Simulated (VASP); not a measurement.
A run of VASP 6.6.1:

File INCAR:

```
SYSTEM = C
PREC = Accurate ; ENCUT = 600
EDIFF = 1E-6 ; ISMEAR = -1
SIGMA = 0.1 ; LREAL = .FALSE.
LASPH = .TRUE. ; NELM = 120
ALGO = Normal ; ISIF = 2
LWAVE = .FALSE. ; LCHARG = .TRUE.
LELF = .TRUE. ; LVHAR = .TRUE.
NBANDS = 11 ; GGA_COMPAT = .FALSE.
```

The input KPOINTS:

```
Automatic mesh
0
G
  13 13 4
  0 0 0
```

POSCAR

```
C
1.0
    2.4446156924      0.0000000000      0.0000000000
   -1.2223078462      2.1170992922      0.0000000000
    0.0000000000      0.0000000000      8.5241507972
C
2
Direct
    0.3333333333      0.6666666667      0.0000000000
    0.6666666667      0.3333333333      0.0000000000
```

Potentials or basis: VASP PAW LDA potentials, release 64 (C).

Launch:

```console
$ cat potpaw_LDA.64/C/POTCAR > POTCAR
$ mpirun -np 1 vasp_std > vasp.out
```

Hardware: 1 thread of Intel(R) Xeon(R) Platinum 8559C (Emerald Rapids), with other jobs on the host.

Q: Estimate the wall time of this run.

A: It took 17 s on 1 thread of Intel(R) Xeon(R) Platinum 8559C (Emerald Rapids) (shared host), peak memory 0.16 GiB. Counts: scf iterations 15, k points 63.
